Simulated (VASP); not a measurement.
# C (P6_3/mmc) in VASP: single point with PBEsol

Aim: the single point of C with PBEsol.

Program: VASP 6.6.1. These are calculated values, not measurements. Logs are shortened: lines on timing, memory, paths and dates and some standing lists are left out, and cuts for length are marked.

## (1) The cell of the first run

It takes space group P6_3/mmc (No. 194, hexagonal). The conventional cell has a = 2.459 Å, b = 2.459 Å, c = 7.307 Å, α = 90.00°, β = 90.00°, γ = 120.00°. Within 1.9 Å of C (site symmetry -6m2) lie 3 C at 1.42 Å. Within 1.9 Å of C (site symmetry -6m2) lie 3 C at 1.42 Å.

## (2) Single point, PBEsol

Contents of INCAR:

```
SYSTEM = C
PREC     = Accurate       ! precision mode
ENCUT    = 520            ! plane-wave cutoff, eV
EDIFF    = 1E-6           ! SCF threshold, eV
ISMEAR   = 0              ! smearing method
SIGMA    = 0.1            ! smearing width, eV
LREAL    = .FALSE.        ! projectors in reciprocal space
LASPH    = .TRUE.         ! aspherical terms in the spheres
NELM     = 60             ! most SCF steps
ALGO     = Normal         ! electronic algorithm
ISIF     = 2              ! what is computed and relaxed
LWAVE    = .FALSE.        ! write WAVECAR
LCHARG   = .FALSE.        ! write CHGCAR
GGA      = PS             ! functional
NBANDS   = 16             ! bands
```

Contents of KPOINTS:

```
regular mesh
0
G
  24 24 8
  0 0 0
```

Contents of POSCAR:

```
C
1.0
    2.4588786538      0.0000000000      0.0000000000
   -1.2294393269      2.1294513790      0.0000000000
    0.0000000000      0.0000000000      7.3069986673
C
4
Direct
    0.0000000000      0.0000000000      0.2500000000
    0.0000000000      0.0000000000      0.7500000000
    0.3333333333      0.6666666667      0.2500000000
    0.6666666667      0.3333333333      0.7500000000
```

Potentials or basis: VASP PAW PBE potentials, release 64 (C).

Command:

```
> cat potpaw_PBE.64/C/POTCAR > POTCAR
> mpirun -np 1 vasp_std > vasp.out
```

OUTCAR:

```text
SYSTEM = C
   PREC = Accurate
   ENCUT = 520
   EDIFF = 1E-6
   ISMEAR = 0
   LREAL = .FALSE.
   LASPH = .TRUE.
   NELM = 60
   ISIF = 2
   GGA = PS

 ion  position               nearest neighbor table
   1  0.000  0.000  0.250-   3 1.42   3 1.42   3 1.42
   2  0.000  0.000  0.750-   4 1.42   4 1.42   4 1.42
   3  0.333  0.667  0.250-   1 1.42   1 1.42   1 1.42
   4  0.667  0.333  0.750-   2 1.42   2 1.42   2 1.42

  LATTYP: Found a hexagonal cell.
 ALAT       =     2.4588786538
 C/A-ratio  =     2.9716792474

  Lattice vectors:

 A1 = (   2.4588786538,   0.0000000000,   0.0000000000)
 A2 = (  -1.2294393269,   2.1294513790,   0.0000000000)
 A3 = (   0.0000000000,   0.0000000000,   7.3069986673)

Analysis of symmetry for initial positions (statically):
=====================================================================
 Subroutine PRICEL returns:
 Original cell was already a primitive cell.

 Routine SETGRP: Setting up the symmetry group for a
 hexagonal supercell.

 Subroutine GETGRP returns: Found 24 space group operations
 (whereof 12 operations were pure point group operations)
 out of a pool of 24 trial point group operations.

The static configuration has the point symmetry D_3d.
 The point group associated with its full space group is D_6h.

Analysis of symmetry for dynamics (positions and initial velocities):
=====================================================================
 Subroutine PRICEL returns:
 Original cell was already a primitive cell.

 Routine SETGRP: Setting up the symmetry group for a
 hexagonal supercell.

 Subroutine GETGRP returns: Found 24 space group operations
 (whereof 12 operations were pure point group operations)
 out of a pool of 24 trial point group operations.

The dynamic configuration has the point symmetry D_3d.
 The point group associated with its full space group is D_6h.

 Subroutine INISYM returns: Found 24 space group operations
 (whereof 12 operations are pure point group operations),
 and found     1 'primitive' translations

----------------------------------------------------------------------------------------

                                     Primitive cell

  volume of cell :      38.2599

  direct lattice vectors                    reciprocal lattice vectors
     2.458878654  0.000000000  0.000000000     0.406689447  0.234802262  0.000000000
    -1.229439327  2.129451379  0.000000000     0.000000000  0.469604523  0.000000000
     0.000000000  0.000000000  7.306998667     0.000000000  0.000000000  0.136855095

  length of vectors
     2.458878654  2.458878654  7.306998667     0.469604523  0.469604523  0.136855095

  position of ions in fractional coordinates (direct lattice)
     0.000000000  0.000000000  0.250000000
     0.000000000  0.000000000  0.750000000
     0.333333333  0.666666667  0.250000000
     0.666666667  0.333333333  0.750000000

  ion indices of the primitive-cell ions
   primitive index   ion index
                 1           1
                 2           2
                 3           3
                 4           4

----------------------------------------------------------------------------------------

 KPOINTS: regular mesh

Automatic generation of k-mesh.
 Grid dimensions read from file:
 generate k-points for:   24   24    8

 Generating k-lattice:

  Cartesian coordinates                     Fractional coordinates (reciprocal lattice)
     0.016945394  0.009783428  0.000000000     0.041666667  0.000000000  0.000000000
     0.000000000  0.019566855  0.000000000     0.000000000  0.041666667  0.000000000
     0.000000000  0.000000000  0.017106887     0.000000000  0.000000000  0.125000000

  Length of vectors
     0.019566855  0.019566855  0.017106887

  Shift w.r.t. Gamma in fractional coordinates (k-lattice)
     0.000000000  0.000000000  0.000000000

 Subroutine IBZKPT returns following result:
 ===========================================

 Found    305 irreducible k-points:

 Following reciprocal coordinates:
            Coordinates               Weight
  0.000000  0.000000  0.000000      1.000000
  0.041667  0.000000  0.000000      6.000000
  0.083333 -0.000000  0.000000      6.000000
  0.125000 -0.000000  0.000000      6.000000
  0.166667 -0.000000  0.000000      6.000000
  0.208333  0.000000  0.000000      6.000000
[... 16 lines left out ...]
  0.416667  0.041667  0.000000     12.000000
  0.458333  0.041667  0.000000     12.000000
 [... further k-points ...]
   k-points           NKPTS =    305   k-points in BZ     NKDIM =    305   number of bands    NBANDS=     16
   number of dos      NEDOS =    301   number of ions     NIONS =      4
   total plane-waves  NPLWV =  17496
   dimension x,y,z NGX =    18 NGY =   18 NGZ =   54
   dimension x,y,z NGXF=    36 NGYF=   36 NGZF=  108
   ions per type =               4
   NGX,Y,Z   is equivalent  to a cutoff of  12.17, 12.17, 12.29 a.u.
   NGXF,Y,Z  is equivalent  to a cutoff of  24.34, 24.34, 24.57 a.u.
 SYSTEM =  C
   PREC   = accura    normal or accurate (medium, high low for compatibility)
   ISTART =      0    job   : 0-new  1-cont  2-samecut
   ICHARG =      2    charge: 1-file 2-atom 10-const
   ISPIN  =      1    spin polarized calculation?
   LNONCOLLINEAR =      F non collinear calculations
   LSORBIT =      F    spin-orbit coupling
   LASPH  =      T    aspherical Exc in radial PAW
   ENCUT  =  520.0 eV  38.22 Ry    6.18 a.u.   4.57  4.57 13.59*2*pi/ulx,y,z
   NELM   =     60;   NELMIN=  2; NELMDL= -5     # of ELM steps
   EDIFF  = 0.1E-05   stopping-criterion for ELM
   LREAL  =      F    real-space projection
   EDIFFG = 0.1E-04   stopping-criterion for IOM
   NSW    =      0    number of steps for IOM
   IBRION =     -1    ionic relax: 0-MD 1-quasi-New 2-CG
   NFREE  =      0    steps in history (QN), initial steepest desc. (CG)
   ISIF   =      2    stress and relaxation
   ISYM   =      2    0-nonsym 1-usesym 2-fastsym
   POTIM  = 0.5000    time-step for ionic-motion
   TEBEG  =    0.0;   TEEND  =   0.0 temperature during run
   PSTRESS=    0.0 pullay stress
   NELECT =      16.0000    total number of electrons
   NUPDOWN=      -1.0000    fix difference up-down
   EMIN   =  10.00;   EMAX   =-10.00  energy-range for DOS
   EFERMI =   0.00;   METHOD = LEGACY
   ISMEAR =     0;   SIGMA  =   0.10  broadening in eV -4-tet -1-fermi 0-gaus
   EFERMI_NEDOS =   21; number of points for ismear=-14 and -15
   IALGO  =     38    algorithm
   IMIX   =      4    mixing-type and parameters
     AMIX     =   0.40;   BMIX     =  1.00
     AMIX_MAG =   1.60;   BMIX_MAG =  1.00
  volume/ion in A,a.u.               =       9.56        64.55
  Fermi-wavevector in a.u.,A,eV,Ry     =   1.224241  2.313480 20.391945  1.498766
  Thomas-Fermi vector in A             =   2.359323
   LORBIT       =      0    0 simple, 1 ext, 2 COOP (PROOUT), +10 PAW based schemes
   GGA     = PS    functional components
   LHFCALC =     F    Hartree Fock is set to
   AEXX    =    0.0000 exact exchange contribution
   IVDW    =     0    specifies the selected vdW correction
   LEPSILON=     F    determine dielectric tensor
   LRPA    =     F    only Hartree local field effects (RPA)
 non-spin polarized calculation
 Gauss-broadening in eV      SIGMA  =   0.10
  energy-cutoff  :      520.00
  volume of cell :       38.26
 maximum number of plane-waves:      1052
   NGX =  9   NGY =  9   NGZ = 27

 number of electron      15.9999994 magnetization

 Free energy of the ion-electron system (eV)
  ---------------------------------------------------
  ext. energy  EPLUGINS =         0.00000000
  ---------------------------------------------------
  free energy    TOTEN  =       -38.58065293 eV

  energy without entropy =      -38.58020390  energy(sigma->0) =      -38.58042841

 E-fermi :   3.9287     XC(G=0):  -9.9580

 val. band max:        3.9263973195   @ k =   0.3333   0.3333   0.5000
 cond. band min:       3.9289016916   @ k =   0.3333   0.3333   0.2500
 fundamental gap:      0.0025043721
 Fermi energy:         3.9286525672

 k-point     1 :       0.0000    0.0000    0.0000
  band No.  band energies     occupation
      1     -15.6845      2.00000
      2     -15.5302      2.00000
      3      -4.3769      2.00000
      4      -3.1021      2.00000
      5       0.9394      2.00000
      6       0.9395      2.00000
[... 8 lines left out ...]
     15      15.4460      0.00000
     16      15.5511      0.00000

 k-point     2 :       0.0417    0.0000    0.0000
  band No.  band energies     occupation
      1     -15.6430      2.00000
      2     -15.4892      2.00000
      3      -4.3264      2.00000
      4      -3.0538      2.00000
      5       0.7688      2.00000
      6       0.7781      2.00000
[... 8 lines left out ...]
     15      15.2968      0.00000
     16      15.4082      0.00000

 k-point     3 :       0.0833   -0.0000    0.0000
  band No.  band energies     occupation
      1     -15.5186      2.00000
      2     -15.3663      2.00000
      3      -4.1752      2.00000
      4      -2.9094      2.00000
      5       0.2832      2.00000
      6       0.2973      2.00000
[... 8 lines left out ...]
     15      14.8624      0.00000
     16      14.9923      0.00000

 k-point     4 :       0.1250   -0.0000    0.0000
  band No.  band energies     occupation
      1     -15.3117      2.00000
      2     -15.1615      2.00000
      3      -3.9239      2.00000
      4      -2.6700      2.00000
      5      -0.4539      2.00000
      6      -0.4331      2.00000
[... 8 lines left out ...]
     15      14.1769      0.00000
     16      14.3453      0.00000
[... 324 lines left out ...]
 k-point    22 :       0.3750    0.0417    0.0000
  band No.  band energies     occupation
      1     -12.0019      2.00000
      2     -11.8851      2.00000
      3      -7.3034      2.00000
      4      -7.2282      2.00000
      5      -2.3746      2.00000
      6      -2.3499      2.00000
[... 8 lines left out ...]
     15      17.6298      0.00000
     16      19.3771      0.00000

 k-point    23 :       0.4167    0.0417    0.0000
  band No.  band energies     occupation
      1     -11.2372      2.00000
      2     -11.1298      2.00000
      3      -8.3061      2.00000
      4      -8.2249      2.00000
      5      -2.5381      2.00000
      6      -2.5130      2.00000
[... 8 lines left out ...]
     15      16.6422      0.00000
     16      18.7468      0.00000

 k-point    24 :       0.4583    0.0417    0.0000
  band No.  band energies     occupation
      1     -10.4879      2.00000
      2     -10.4043      2.00000
      3      -9.1596      2.00000
      4      -9.0889      2.00000
      5      -2.6206      2.00000
      6      -2.5954      2.00000
[... 8 lines left out ...]
     15      17.1582      0.00000
     16      18.2303      0.00000

 [... further k-points ...]
[... 5 lines left out ...]
  --------------------------------------------------------------------------------------
  -------------------------------------------------------------------------------------
  Total        0.2296941      0.2296941     -0.0246005      0.0000000      0.0000000      0.0000000
  in kB        9.6187059      9.6187059     -1.0301738      0.0000000      0.0000000      0.0000000
  external PRESSURE =       6.0690793 kB  Pullay stress =       0.0000000 kB

 VOLUME and BASIS-vectors are now :
 -----------------------------------------------------------------------------
  energy-cutoff  :      520.00
  volume of cell :       38.26
      direct lattice vectors                 reciprocal lattice vectors
     2.458878654  0.000000000  0.000000000     0.406689447  0.234802262  0.000000000
    -1.229439327  2.129451379  0.000000000     0.000000000  0.469604523  0.000000000
     0.000000000  0.000000000  7.306998667     0.000000000  0.000000000  0.136855095

 POSITION                                       TOTAL-FORCE (eV/Angst)
 -----------------------------------------------------------------------------------
      0.00000      0.00000      1.82675         0.000000     -0.000000      0.000000
      0.00000      0.00000      5.48025         0.000000      0.000000      0.000000
     -0.00000      1.41963      1.82675        -0.000000     -0.000000      0.000000
      1.22944      0.70982      5.48025         0.000000     -0.000000     -0.000000
 -----------------------------------------------------------------------------------
    total drift:                                0.000000     -0.000000      0.000000

  FREE ENERGIE OF THE ION-ELECTRON SYSTEM (eV)
  ---------------------------------------------------
  free  energy   TOTEN  =       -38.5806529261 eV

  energy  without entropy=      -38.5802038979  energy(sigma->0) =      -38.58042841
```

It took 62 s on 1 thread of Intel Xeon 6975P-C (Granite Rapids), shared host; peak memory 0.23 GiB.

What came out:

```
Free energy            : -38.5807 eV
Pressure               : 0.6 GPa
Band gap on the k mesh : zero (bands 8 and 9 overlap by 0.01 eV)
```

Caveat: this functional lacks dispersion, which binds the layers, so the pressure and a relaxed spacing across them are unreliable; the PAW data sets were made with another functional, which shifts forces and pressure a little.
